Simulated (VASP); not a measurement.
# Al3Cu2 (P-3m1) in VASP: a series of runs, part 3 of 3

VASP 6.6.1. The steps go on from the part before.

**5. Single point, r2SCAN**

Input file POSCAR:

```
Al3Cu2
1.0
    4.0919516368      0.0000000000      0.0000000000
   -2.0459758184      3.5437340685      0.0000000000
    0.0000000000      0.0000000000      4.9927787000
Al Cu
3 2
Direct
    0.0000000000      0.0000000000      0.0000000000
    0.3333333333      0.6666666667      0.3499253500
    0.6666666667      0.3333333333      0.6500746500
    0.3333333333      0.6666666667      0.8395121300
    0.6666666667      0.3333333333      0.1604878700
```

Input file INCAR.step1:

```
PREC     = Accurate       # precision mode
ENCUT    = 520            # plane-wave cutoff, eV
ISMEAR   = 0              # smearing method
SIGMA    = 0.1            # smearing width, eV
LREAL    = False          # projectors in reciprocal space
LASPH    = True           # aspherical terms in the spheres
NELM     = 60             # most SCF steps
NBANDS   = 24             # bands
GGA      = PE             # functional
ALGO     = Normal         # electronic algorithm
EDIFF    = 1E-4           # SCF threshold, eV
LWAVE    = True           # write WAVECAR
LCHARG   = False          # write CHGCAR
```

Input file INCAR.step2:

```
PREC     = Accurate       # precision mode
ENCUT    = 520            # plane-wave cutoff, eV
EDIFF    = 1E-6           # SCF threshold, eV
ISMEAR   = 0              # smearing method
SIGMA    = 0.1            # smearing width, eV
LREAL    = False          # projectors in reciprocal space
LASPH    = True           # aspherical terms in the spheres
NELM     = 60             # most SCF steps
ALGO     = Normal         # electronic algorithm
ISIF     = 2              # what is computed and relaxed
LWAVE    = False          # write WAVECAR
LCHARG   = False          # write CHGCAR
METAGGA  = R2SCAN         # meta-GGA
LMIXTAU  = True         
NBANDS   = 24             # bands
ISTART   = 1
```

Input file KPOINTS:

```
regular mesh
0
Gamma
  12 12 8
```

Potentials or basis: VASP PAW PBE potentials, release 64 (Al, Cu).

Launch:

```bash
$ cat potpaw_PBE.64/Al/POTCAR potpaw_PBE.64/Cu/POTCAR > POTCAR
$ cp INCAR.step1 INCAR
$ mpirun -np 1 vasp_std > vasp.out
$ cp INCAR.step2 INCAR
$ mpirun -np 1 vasp_std > vasp.out
```

OUTCAR:

```text
PREC = Accurate
   ENCUT = 520
   EDIFF = 1E-6
   ISMEAR = 0
   LREAL = False
   LASPH = True
   NELM = 60
   ISIF = 2
   METAGGA = R2SCAN
   ISTART = 1

 ion  position               nearest neighbor table
   1  0.000  0.000  0.000-   4 2.49   5 2.49   4 2.49   5 2.49   5 2.49   4 2.49   2 2.94   3 2.94
                             2 2.94   3 2.94   2 2.94   3 2.94
   2  0.333  0.667  0.350-   4 2.44   5 2.54   5 2.54   5 2.54   4 2.55   3 2.80   3 2.80   3 2.80
                             1 2.94   1 2.94   1 2.94
   3  0.667  0.333  0.650-   5 2.44   4 2.54   4 2.54   4 2.54   5 2.55   2 2.80   2 2.80   2 2.80
                             1 2.94   1 2.94   1 2.94
   4  0.333  0.667  0.840-   2 2.44   1 2.49   1 2.49   1 2.49   3 2.54   3 2.54   3 2.54   2 2.55

   5  0.667  0.333  0.160-   3 2.44   1 2.49   1 2.49   1 2.49   2 2.54   2 2.54   2 2.54   3 2.55

  LATTYP: Found a hexagonal cell.
 ALAT       =     4.0919516368
 C/A-ratio  =     1.2201460680

  Lattice vectors:

 A1 = (   4.0919516368,   0.0000000000,   0.0000000000)
 A2 = (  -2.0459758184,   3.5437340685,   0.0000000000)
 A3 = (   0.0000000000,   0.0000000000,   4.9927787000)

Analysis of symmetry for initial positions (statically):
=====================================================================
 Subroutine PRICEL returns:
 Original cell was already a primitive cell.

 Routine SETGRP: Setting up the symmetry group for a
 hexagonal supercell.

 Subroutine GETGRP returns: Found 12 space group operations
 (whereof 12 operations were pure point group operations)
 out of a pool of 24 trial point group operations.

The static configuration has the point symmetry D_3d.

Analysis of symmetry for dynamics (positions and initial velocities):
=====================================================================
 Subroutine PRICEL returns:
 Original cell was already a primitive cell.

 Routine SETGRP: Setting up the symmetry group for a
 hexagonal supercell.

 Subroutine GETGRP returns: Found 12 space group operations
 (whereof 12 operations were pure point group operations)
 out of a pool of 24 trial point group operations.

The dynamic configuration has the point symmetry D_3d.

 Subroutine INISYM returns: Found 12 space group operations
 (whereof 12 operations are pure point group operations),
 and found     1 'primitive' translations

----------------------------------------------------------------------------------------

                                     Primitive cell

  volume of cell :      72.3992

  direct lattice vectors                    reciprocal lattice vectors
     4.091951637  0.000000000  0.000000000     0.244382165  0.141094109  0.000000000
    -2.045975818  3.543734069  0.000000000     0.000000000  0.282188217  0.000000000
     0.000000000  0.000000000  4.992778700     0.000000000  0.000000000  0.200289270

  length of vectors
     4.091951637  4.091951637  4.992778700     0.282188217  0.282188217  0.200289270

  position of ions in fractional coordinates (direct lattice)
     0.000000000  0.000000000  0.000000000
     0.333333333  0.666666667  0.349925350
     0.666666667  0.333333333  0.650074650
     0.333333333  0.666666667  0.839512130
     0.666666667  0.333333333  0.160487870

  ion indices of the primitive-cell ions
   primitive index   ion index
[... 34 lines left out ...]
  0.000000  0.000000  0.000000      1.000000
  0.083333  0.000000  0.000000      6.000000
  0.166667  0.000000  0.000000      6.000000
  0.250000  0.000000  0.000000      6.000000
  0.333333  0.000000  0.000000      6.000000
  0.416667  0.000000  0.000000      6.000000
[... 16 lines left out ...]
  0.166667  0.000000  0.125000      6.000000
  0.000000  0.166667  0.125000      6.000000
 [... further k-points ...]
   k-points           NKPTS =    131   k-points in BZ     NKDIM =    131   number of bands    NBANDS=     24
   number of dos      NEDOS =    301   number of ions     NIONS =      5
   total plane-waves  NPLWV =  36000
   dimension x,y,z NGX =    30 NGY =   30 NGZ =   40
   dimension x,y,z NGXF=    60 NGYF=   60 NGZF=   80
   ions per type =               3   2
   NGX,Y,Z   is equivalent  to a cutoff of  12.19, 12.19, 13.32 a.u.
   NGXF,Y,Z  is equivalent  to a cutoff of  24.38, 24.38, 26.64 a.u.
 SYSTEM =  unknown system
   PREC   = accura    normal or accurate (medium, high low for compatibility)
   ISTART =      1    job   : 0-new  1-cont  2-samecut
   ICHARG =      0    charge: 1-file 2-atom 10-const
   ISPIN  =      1    spin polarized calculation?
   LNONCOLLINEAR =      F non collinear calculations
   LSORBIT =      F    spin-orbit coupling
   LASPH  =      T    aspherical Exc in radial PAW
   ENCUT  =  520.0 eV  38.22 Ry    6.18 a.u.   7.61  7.61  9.28*2*pi/ulx,y,z
   NELM   =     60;   NELMIN=  2; NELMDL=  0     # of ELM steps
   EDIFF  = 0.1E-05   stopping-criterion for ELM
   LREAL  =      F    real-space projection
   EDIFFG = 0.1E-04   stopping-criterion for IOM
   NSW    =      0    number of steps for IOM
   IBRION =     -1    ionic relax: 0-MD 1-quasi-New 2-CG
   NFREE  =      0    steps in history (QN), initial steepest desc. (CG)
   ISIF   =      2    stress and relaxation
   ISYM   =      2    0-nonsym 1-usesym 2-fastsym
   POTIM  = 0.5000    time-step for ionic-motion
   TEBEG  =    0.0;   TEEND  =   0.0 temperature during run
   PSTRESS=    0.0 pullay stress
   NELECT =      31.0000    total number of electrons
   NUPDOWN=      -1.0000    fix difference up-down
   EMIN   =  10.00;   EMAX   =-10.00  energy-range for DOS
   EFERMI =   0.00;   METHOD = LEGACY
   ISMEAR =     0;   SIGMA  =   0.10  broadening in eV -4-tet -1-fermi 0-gaus
   EFERMI_NEDOS =   21; number of points for ismear=-14 and -15
   IALGO  =     38    algorithm
   IMIX   =      4    mixing-type and parameters
     AMIX     =   0.40;   BMIX     =  1.00
     AMIX_MAG =   1.60;   BMIX_MAG =  1.00
  volume/ion in A,a.u.               =      14.48        97.71
  Fermi-wavevector in a.u.,A,eV,Ry     =   1.233912  2.331755 20.715388  1.522538
  Thomas-Fermi vector in A             =   2.368623
   LORBIT       =      0    0 simple, 1 ext, 2 COOP (PROOUT), +10 PAW based schemes
   METAGGA = R2SCAN    functional components
   LHFCALC =     F    Hartree Fock is set to
   AEXX    =    0.0000 exact exchange contribution
   IVDW    =     0    specifies the selected vdW correction
   LEPSILON=     F    determine dielectric tensor
   LRPA    =     F    only Hartree local field effects (RPA)
 non-spin polarized calculation
 Gauss-broadening in eV      SIGMA  =   0.10
  energy-cutoff  :      520.00
  volume of cell :       72.40
 maximum number of plane-waves:      2010
   NGX = 15   NGY = 15   NGZ = 19

 number of electron      30.9999996 magnetization

 Free energy of the ion-electron system (eV)
  ---------------------------------------------------
  ext. energy  EPLUGINS =         0.00000000
  ---------------------------------------------------
  free energy    TOTEN  =       -42.81746342 eV

  energy without entropy =      -42.81152915  energy(sigma->0) =      -42.81449629

 E-fermi :   8.3490     XC(G=0): -11.7656

 val. band max:        8.3461369103   @ k =   0.3333   0.0833   0.0000
 cond. band min:       8.3590068075   @ k =   0.2500   0.2500   0.0000
 fundamental gap:      0.0128698972
 Fermi energy:         8.3490096375

 k-point     1 :       0.0000    0.0000    0.0000
  band No.  band energies     occupation
      1      -3.5153      2.00000
      2       1.6090      2.00000
      3       2.1823      2.00000
      4       2.7811      2.00000
      5       2.7813      2.00000
      6       3.1461      2.00000
[... 637 lines left out ...]
     23      14.3597      0.00000
     24      14.6948      0.00000

 [... further k-points ...]

------------------------ aborting loop because EDIFF is reached ----------------------------------------

  FORCE on cell =-STRESS in cart. coord.  units (eV):
  Direction    XX          YY          ZZ          XY          YZ          ZX
  --------------------------------------------------------------------------------------
  -------------------------------------------------------------------------------------
  Total        0.2617021      0.2617021     -0.0055310      0.0000000      0.0000000      0.0000000
  in kB        5.7914040      5.7914040     -0.1223989      0.0000000      0.0000000      0.0000000
  external PRESSURE =       3.8201363 kB  Pullay stress =       0.0000000 kB

 VOLUME and BASIS-vectors are now :
 -----------------------------------------------------------------------------
  energy-cutoff  :      520.00
  volume of cell :       72.40
      direct lattice vectors                 reciprocal lattice vectors
     4.091951637  0.000000000  0.000000000     0.244382165  0.141094109  0.000000000
    -2.045975818  3.543734069  0.000000000     0.000000000  0.282188217  0.000000000
     0.000000000  0.000000000  4.992778700     0.000000000  0.000000000  0.200289270

 POSITION                                       TOTAL-FORCE (eV/Angst)
 -----------------------------------------------------------------------------------
      0.00000      0.00000      0.00000         0.000000      0.000000      0.000000
     -0.00000      2.36249      1.74710         0.000000      0.000000      0.005663
      2.04598      1.18124      3.24568         0.000000      0.000000     -0.005663
     -0.00000      2.36249      4.19150        -0.000000      0.000000      0.016162
      2.04598      1.18124      0.80128         0.000000      0.000000     -0.016162
 -----------------------------------------------------------------------------------
    total drift:                               -0.000000      0.000000      0.000000

  FREE ENERGIE OF THE ION-ELECTRON SYSTEM (eV)
  ---------------------------------------------------
  free  energy   TOTEN  =       -42.8174634190 eV

  energy  without entropy=      -42.8115291530  energy(sigma->0) =      -42.81449629
```

Run time: 19 min. Hardware: 1 thread of Oxide Virtual Turin-like, shared host; peak memory 0.3 GiB.

Results:

* Free energy: -42.8175 eV
* Pressure: 0.4 GPa
* Largest force: 0.016 eV/Å
* Band gap on the k mesh: zero (an odd number of electrons rules out a gap without spin polarisation)

Forces in eV/Å, atoms in the order of the input:
```
Al   0.000  0.000  0.000
Al   0.000  0.000  0.006
Al   0.000  0.000 -0.006
Cu   0.000  0.000  0.016
Cu   0.000  0.000 -0.016
```

Stress tensor (GPa, compression positive):
```
 0.58  0.00  0.00
 0.00  0.58  0.00
 0.00  0.00 -0.01
```

Levels at points of the mesh, in eV from the Fermi level:
```tsv
k point	band 13	band 14	band 15	band 16	band 17	band 18
(0.00, 0.00, 0.00)	-3.80	-0.22	-0.22	1.39	1.39	2.92
(0.50, 0.00, 0.00)	-3.26	-3.21	-2.73	-0.79	0.07	0.53
(0.00, 0.00, 0.50)	1.24	1.24	1.36	1.36	1.85	2.54
(0.50, 0.00, 0.50)	-4.29	-3.67	-1.90	-0.21	0.91	1.12
```

Caveat: the PAW data sets were made with another functional, which shifts forces and pressure a little.

**6. Single point, r2SCAN**

POSCAR is that of step 5.

Input file INCAR.step1:

```
PREC     = Accurate       # precision mode
ENCUT    = 520            # plane-wave cutoff, eV
ISMEAR   = 0              # smearing method
SIGMA    = 0.1            # smearing width, eV
LREAL    = F              # projectors in reciprocal space
LASPH    = T              # aspherical terms in the spheres
NELM     = 100            # most SCF steps
NBANDS   = 24             # bands
GGA      = PE             # functional
ALGO     = Normal         # electronic algorithm
EDIFF    = 1E-4           # SCF threshold, eV
LWAVE    = T              # write WAVECAR
LCHARG   = F              # write CHGCAR
```

Input file INCAR.step2:

```
PREC     = Accurate       # precision mode
ENCUT    = 520            # plane-wave cutoff, eV
EDIFF    = 1E-6           # SCF threshold, eV
ISMEAR   = 0              # smearing method
SIGMA    = 0.1            # smearing width, eV
LREAL    = F              # projectors in reciprocal space
LASPH    = T              # aspherical terms in the spheres
NELM     = 100            # most SCF steps
ALGO     = Normal         # electronic algorithm
ISIF     = 2              # what is computed and relaxed
LWAVE    = F              # write WAVECAR
LCHARG   = F              # write CHGCAR
METAGGA  = R2SCAN         # meta-GGA
LMIXTAU  = T            
NBANDS   = 24             # bands
ISTART   = 1
```

Input file KPOINTS:

```
regular mesh
0
Gamma
  18 18 14
```

Potentials or basis: VASP PAW PBE potentials, release 64 (Al, Cu).

Launch:

```bash
$ cat potpaw_PBE.64/Al/POTCAR potpaw_PBE.64/Cu/POTCAR > POTCAR
$ cp INCAR.step1 INCAR
$ mpirun -np 1 vasp_std > vasp.out
$ cp INCAR.step2 INCAR
$ mpirun -np 1 vasp_std > vasp.out
```

Run time: 75 min. Hardware: 1 thread of Oxide Virtual Turin-like, shared host; peak memory 0.69 GiB.

Results (log left out):

```yaml
Free_energy: -42.8175 eV
Pressure: 0.4 GPa
Largest_force: 0.015 eV/Å
Band_gap_on_the_k_mesh: zero (an odd number of electrons rules out a gap without spin polarisation)
```

Forces on the atoms (eV/Å):
```
Al   0.000  0.000  0.000
Al   0.000  0.000  0.005
Al   0.000  0.000 -0.005
Cu   0.000  0.000  0.015
Cu   0.000  0.000 -0.015
```

Stress tensor (GPa, compression positive):
```
 0.58  0.00  0.00
 0.00  0.58  0.00
 0.00  0.00 -0.03
```

Levels at points of the mesh, in eV from the Fermi level:
| k point | band 13 | band 14 | band 15 | band 16 | band 17 | band 18 | band 19 | band 20 |
| --- | --- | --- | --- | --- | --- | --- | --- | --- |
| (0.00, 0.00, 0.00) | -3.80 | -0.22 | -0.22 | 1.39 | 1.39 | 2.92 | 3.41 | 5.71 |
| (0.50, 0.00, 0.00) | -3.26 | -3.21 | -2.73 | -0.79 | 0.07 | 0.53 | 3.13 | 4.02 |
| (0.00, 0.00, 0.50) | 1.24 | 1.24 | 1.36 | 1.36 | 1.85 | 2.54 | 2.54 | 2.57 |
| (0.50, 0.00, 0.50) | -4.29 | -3.67 | -1.90 | -0.21 | 0.91 | 1.12 | 5.48 | 5.78 |

Caveat: the PAW data sets were made with another functional, which shifts forces and pressure a little.

**7. Summary**

| k mesh | smearing | gap on the mesh (eV) | pressure (GPa) | largest force (eV/Å) |
| --- | --- | --- | --- | --- |
| 12 × 12 × 8 | tetrahedron | none | 0.3 | 0.02 |
| 12 × 12 × 10 | gaussian 0.1 eV | none | 0.4 | 0.02 |
| 12 × 12 × 8 | gaussian 0.1 eV | none | 0.4 | 0.02 |
| 18 × 18 × 14 | gaussian 0.1 eV | none | 0.4 | 0.01 |

Alike in all rows: task single point; level r2SCAN; potentials or basis VASP PAW PBE potentials, release 64 (Al, Cu); no spin polarisation; cell as given; cutoff (eV) 520.

Caveats: the PAW data sets were made with another functional, which shifts forces and pressure a little.

Absolute energies hang on the potentials; compare differences alone.
